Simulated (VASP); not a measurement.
# Sc3S (P-3m1) in VASP: relaxation of cell and atoms with PBE

Aim: the relaxation of cell and atoms of Sc3S with PBE.

Program: VASP 6.6.1. These are calculated values, not measurements. Logs are shortened: lines on timing, memory, paths and dates and some standing lists are left out, and cuts for length are marked.

## Step 1: The cell of the first run

The structure is trigonal, space group P-3m1 (No. 164). The conventional cell has a = 3.485 Å, b = 3.485 Å, c = 8.381 Å, α = 90.00°, β = 90.00°, γ = 120.00°. Sc (site symmetry 3m) has 3 S at 2.54 Å and 9 Sc at 3.33 to 3.49 Å within 3.5 Å. Within 4.4 Å of Sc (site symmetry -3m) lie 12 Sc at 3.33 to 3.49 Å and 2 S at 4.19 Å. Within 3.3 Å of S (site symmetry -3m) lie 6 Sc at 2.54 Å.

## Step 2: Relaxation of cell and atoms, PBE

Contents of INCAR:

```
SYSTEM = Sc3S
  ALGO = Normal
  EDIFF = 1E-6
  EDIFFG = -0.01
  ENCUT = 600
  GGA = PE
  IBRION = 2
  ISIF = 3
  ISMEAR = 0
  LASPH = .True.
  LCHARG = .False.
  LREAL = .False.
  LWAVE = .False.
  NELM = 80
  NSW = 100
  PREC = Accurate
  SIGMA = 0.1
```

Contents of KPOINTS:

```
k-points
0
Gamma
  18 18 6
  0 0 0
```

Contents of POSCAR:

```
Sc3S
1.0
    3.4851778000      0.0000000000      0.0000000000
   -1.7425889000      3.0182525000      0.0000000000
    0.0000000000      0.0000000000      8.3811621000
Sc S
3 1
Direct
    0.3333333000      0.6666667000      0.8159790000
    0.6666667000      0.3333333000      0.1840210000
    0.0000000000      0.0000000000      0.5000000000
    0.0000000000      0.0000000000      0.0000000000
```

Potentials or basis: VASP PAW PBE potentials, release 64 (Sc_sv, S).

The run is started by

```bash
cat potpaw_PBE.64/Sc_sv/POTCAR potpaw_PBE.64/S/POTCAR > POTCAR
mpirun -np 1 vasp_std > vasp.out
```

OUTCAR:

```text
SYSTEM = Sc3S
   EDIFF = 1E-6
   EDIFFG = -0.01
   ENCUT = 600
   GGA = PE
   IBRION = 2
   ISIF = 3
   ISMEAR = 0
   LASPH = .True.
   LREAL = .False.
   NELM = 80
   NSW = 100
   PREC = Accurate

 ion  position               nearest neighbor table
   1  0.333  0.667  0.816-   4 2.54   4 2.54   4 2.54   3 3.33   3 3.33   3 3.33
   2  0.667  0.333  0.184-   4 2.54   4 2.54   4 2.54   3 3.33   3 3.33   3 3.33
   3  0.000  0.000  0.500-   1 3.33   2 3.33   1 3.33   2 3.33   2 3.33   1 3.33
   4  0.000  0.000  0.000-   1 2.54   2 2.54   1 2.54   2 2.54   2 2.54   1 2.54

  LATTYP: Found a hexagonal cell.
 ALAT       =     3.4851778000
 C/A-ratio  =     2.4048018727

  Lattice vectors:

 A1 = (   3.4851778000,   0.0000000000,   0.0000000000)
 A2 = (  -1.7425889000,   3.0182525000,   0.0000000000)
 A3 = (   0.0000000000,   0.0000000000,   8.3811621000)

Analysis of symmetry for initial positions (statically):
=====================================================================
 Subroutine PRICEL returns:
 Original cell was already a primitive cell.

 Routine SETGRP: Setting up the symmetry group for a
 hexagonal supercell.

 Subroutine GETGRP returns: Found 12 space group operations
 (whereof 12 operations were pure point group operations)
 out of a pool of 24 trial point group operations.

The static configuration has the point symmetry D_3d.

Analysis of symmetry for dynamics (positions and initial velocities):
=====================================================================
 Subroutine PRICEL returns:
 Original cell was already a primitive cell.

 Routine SETGRP: Setting up the symmetry group for a
 hexagonal supercell.

 Subroutine GETGRP returns: Found 12 space group operations
 (whereof 12 operations were pure point group operations)
 out of a pool of 24 trial point group operations.

The dynamic configuration has the point symmetry D_3d.

 Subroutine INISYM returns: Found 12 space group operations
 (whereof 12 operations are pure point group operations),
 and found     1 'primitive' translations

----------------------------------------------------------------------------------------

                                     Primitive cell

  volume of cell :      88.1627

  direct lattice vectors                    reciprocal lattice vectors
     3.485177800  0.000000000  0.000000000     0.286929407  0.165658771  0.000000000
    -1.742588900  3.018252500  0.000000000     0.000000000  0.331317542  0.000000000
     0.000000000  0.000000000  8.381162100     0.000000000  0.000000000  0.119315196

  length of vectors
     3.485177800  3.485177790  8.381162100     0.331317541  0.331317542  0.119315196

  position of ions in fractional coordinates (direct lattice)
     0.333333300  0.666666700  0.815979000
     0.666666700  0.333333300  0.184021000
     0.000000000  0.000000000  0.500000000
     0.000000000  0.000000000  0.000000000

  ion indices of the primitive-cell ions
   primitive index   ion index
                 1           1
                 2           2
                 3           3
                 4           4

----------------------------------------------------------------------------------------

 KPOINTS: k-points

Automatic generation of k-mesh.
 Grid dimensions read from file:
 generate k-points for:   18   18    6

 Generating k-lattice:

  Cartesian coordinates                     Fractional coordinates (reciprocal lattice)
     0.015940523  0.009203265  0.000000000     0.055555556  0.000000000  0.000000000
     0.000000000  0.018406530  0.000000000     0.000000000  0.055555556  0.000000000
     0.000000000  0.000000000  0.019885866     0.000000000  0.000000000  0.166666667

  Length of vectors
     0.018406530  0.018406530  0.019885866

  Shift w.r.t. Gamma in fractional coordinates (k-lattice)
     0.000000000  0.000000000  0.000000000

 Subroutine IBZKPT returns following result:
 ===========================================

 Found    202 irreducible k-points:

 Following reciprocal coordinates:
            Coordinates               Weight
  0.000000  0.000000  0.000000      1.000000
  0.055556  0.000000  0.000000      6.000000
  0.111111  0.000000  0.000000      6.000000
  0.166667  0.000000  0.000000      6.000000
  0.222222  0.000000  0.000000      6.000000
  0.277778  0.000000  0.000000      6.000000
[... 16 lines left out ...]
  0.333333  0.111111  0.000000     12.000000
  0.388889  0.111111  0.000000     12.000000
 [... further k-points ...]
   k-points           NKPTS =    202   k-points in BZ     NKDIM =    202   number of bands    NBANDS=     23
   number of dos      NEDOS =    301   number of ions     NIONS =      4
   total plane-waves  NPLWV =  54880
   dimension x,y,z NGX =    28 NGY =   28 NGZ =   70
   dimension x,y,z NGXF=    56 NGYF=   56 NGZF=  140
   ions per type =               3   1
   NGX,Y,Z   is equivalent  to a cutoff of  13.36, 13.36, 13.88 a.u.
   NGXF,Y,Z  is equivalent  to a cutoff of  26.71, 26.71, 27.77 a.u.
 SYSTEM =  Sc3S
   PREC   = accura    normal or accurate (medium, high low for compatibility)
   ISTART =      0    job   : 0-new  1-cont  2-samecut
   ICHARG =      2    charge: 1-file 2-atom 10-const
   ISPIN  =      1    spin polarized calculation?
   LNONCOLLINEAR =      F non collinear calculations
   LSORBIT =      F    spin-orbit coupling
   LASPH  =      T    aspherical Exc in radial PAW
   ENCUT  =  600.0 eV  44.10 Ry    6.64 a.u.   6.96  6.96 16.74*2*pi/ulx,y,z
   NELM   =     80;   NELMIN=  2; NELMDL= -5     # of ELM steps
   EDIFF  = 0.1E-05   stopping-criterion for ELM
   LREAL  =      F    real-space projection
   EDIFFG = -.1E-01   stopping-criterion for IOM
   NSW    =    100    number of steps for IOM
   IBRION =      2    ionic relax: 0-MD 1-quasi-New 2-CG
   NFREE  =      1    steps in history (QN), initial steepest desc. (CG)
   ISIF   =      3    stress and relaxation
   ISYM   =      2    0-nonsym 1-usesym 2-fastsym
   POTIM  = 0.5000    time-step for ionic-motion
   TEBEG  =    0.0;   TEEND  =   0.0 temperature during run
   PSTRESS=    0.0 pullay stress
   NELECT =      39.0000    total number of electrons
   NUPDOWN=      -1.0000    fix difference up-down
   EMIN   =  10.00;   EMAX   =-10.00  energy-range for DOS
   EFERMI =   0.00;   METHOD = LEGACY
   ISMEAR =     0;   SIGMA  =   0.10  broadening in eV -4-tet -1-fermi 0-gaus
   EFERMI_NEDOS =   21; number of points for ismear=-14 and -15
   IALGO  =     38    algorithm
   IMIX   =      4    mixing-type and parameters
     AMIX     =   0.40;   BMIX     =  1.00
     AMIX_MAG =   1.60;   BMIX_MAG =  1.00
  volume/ion in A,a.u.               =      22.04       148.74
  Fermi-wavevector in a.u.,A,eV,Ry     =   1.247388  2.357221 21.170339  1.555976
  Thomas-Fermi vector in A             =   2.381522
   LORBIT       =      0    0 simple, 1 ext, 2 COOP (PROOUT), +10 PAW based schemes
   GGA     = PE    functional components
   LHFCALC =     F    Hartree Fock is set to
   AEXX    =    0.0000 exact exchange contribution
   IVDW    =     0    specifies the selected vdW correction
   LEPSILON=     F    determine dielectric tensor
   LRPA    =     F    only Hartree local field effects (RPA)
 conjugate gradient relaxation of ions
 non-spin polarized calculation
 Gauss-broadening in eV      SIGMA  =   0.10
  energy-cutoff  :      600.00
  volume of cell :       88.16
 maximum number of plane-waves:      2964
   NGX = 13   NGY = 13   NGZ = 33

--------------------------------------- Ionic step        1  -------------------------------------------

 number of electron      39.0000001 magnetization

 Free energy of the ion-electron system (eV)
  ---------------------------------------------------
  ext. energy  EPLUGINS =         0.00000000
  ---------------------------------------------------
  free energy    TOTEN  =       -26.42145929 eV

  energy without entropy =      -26.39995250  energy(sigma->0) =      -26.41070589

------------------------ aborting loop because EDIFF is reached ----------------------------------------

  FORCE on cell =-STRESS in cart. coord.  units (eV):
  Direction    XX          YY          ZZ          XY          YZ          ZX
  --------------------------------------------------------------------------------------
  -------------------------------------------------------------------------------------
  Total        0.1059621      0.1059621      0.1169905      0.0000000      0.0000000     -0.0000000
  in kB        1.9256457      1.9256457      2.1260650      0.0000000      0.0000000     -0.0000000
  external PRESSURE =       1.9924522 kB  Pullay stress =       0.0000000 kB
[... 175 lines left out ...]
  energy  without entropy=      -26.4001532517  energy(sigma->0) =      -26.41090511

--------------------------------------- Ionic step        6  -------------------------------------------

 number of electron      39.0000001 magnetization

 Free energy of the ion-electron system (eV)
  ---------------------------------------------------
  ext. energy  EPLUGINS =         0.00000000
  ---------------------------------------------------
  free energy    TOTEN  =       -26.42167877 eV

  energy without entropy =      -26.40018876  energy(sigma->0) =      -26.41093376

 E-fermi :   4.7918     XC(G=0): -10.0555

 val. band max:        4.7890243357   @ k =   0.1667   0.1667   0.1667
 cond. band min:       4.7922297903   @ k =   0.3333   0.0556   0.1667
 fundamental gap:      0.0032054546
 Fermi energy:         4.7918053001

 k-point     1 :       0.0000    0.0000    0.0000
  band No.  band energies     occupation
      1     -44.9754      2.00000
      2     -44.9359      2.00000
      3     -44.9355      2.00000
      4     -23.6900      2.00000
      5     -23.6815      2.00000
      6     -23.5156      2.00000
[... 613 lines left out ...]
     22       5.6735      0.00000
     23       5.7815      0.00000

 [... further k-points ...]

------------------------ aborting loop because EDIFF is reached ----------------------------------------

  FORCE on cell =-STRESS in cart. coord.  units (eV):
  Direction    XX          YY          ZZ          XY          YZ          ZX
  --------------------------------------------------------------------------------------
  -------------------------------------------------------------------------------------
  Total       -0.0040504     -0.0040504      0.0052127      0.0000000      0.0000000     -0.0000000
  in kB       -0.0734268     -0.0734268      0.0944986      0.0000000      0.0000000     -0.0000000
  external PRESSURE =      -0.0174517 kB  Pullay stress =       0.0000000 kB
[... 19 lines left out ...]
  FREE ENERGIE OF THE ION-ELECTRON SYSTEM (eV)
  ---------------------------------------------------
  free  energy   TOTEN  =       -26.4216787672 eV

  energy  without entropy=      -26.4001887601  energy(sigma->0) =      -26.41093376

 reached required accuracy - stopping structural energy minimisation
```

It took 12 min on 1 thread of Intel Xeon 6975P-C (Granite Rapids), shared host; peak memory 0.57 GiB.

What came out:

```
Free energy                           : -26.4217 eV
Relaxed volume                        : 22.09 Å³/atom
Relaxed cell                          : a = 3.488 Å, b = 3.488 Å, c = 8.389 Å, α = 90.00°, β = 90.00°, γ = 120.00°
Space group after relaxing (to 0.1 Å) : P-3m1 (No. 164)
Energy gained by relaxing             : 0.1 meV/atom
Ionic steps                           : 6
Pressure after relaxing               : 0.0 GPa
Largest force after relaxing          : 0.009 eV/Å
Band gap on the k mesh                : zero (an odd number of electrons rules out a gap without spin polarisation)
```

Forces in eV/Å, atoms in the order of the input:
```
Sc   0.000  0.000 -0.009
Sc   0.000  0.000  0.009
Sc   0.000  0.000  0.000
S    0.000  0.000  0.000
```

Step by step:
| step | energy change (eV) | largest force (eV/Å) | pressure (GPa) | volume (Å³) |
| --- | --- | --- | --- | --- |
| 1 | 0.0000 | 0.0341 | 0.20 | 88.16 |
| 2 | -0.0002 | 0.0062 | -0.10 | 88.51 |
| 3 | -0.0002 | 0.0134 | -0.03 | 88.42 |
| 4 | -0.0002 | 0.0146 | -0.03 | 88.41 |
| 5 | -0.0002 | 0.0158 | -0.02 | 88.40 |
| 6 | -0.0002 | 0.0092 | 0.00 | 88.38 |

Final structure:
```yaml
crystal:
  lattice:
    - [3.48774, 0.00000, 0.00000]
    - [-1.74387, 3.02047, 0.00000]
    - [0.00000, 0.00000, 8.38943]
  atoms:
    - { symbol: Sc, position: [0.33333, 0.66667, 0.81575] }
    - { symbol: Sc, position: [0.66667, 0.33333, 0.18425] }
    - { symbol: Sc, position: [0.00000, 0.00000, 0.50000] }
    - { symbol: S, position: [0.00000, 0.00000, 0.00000] }
```
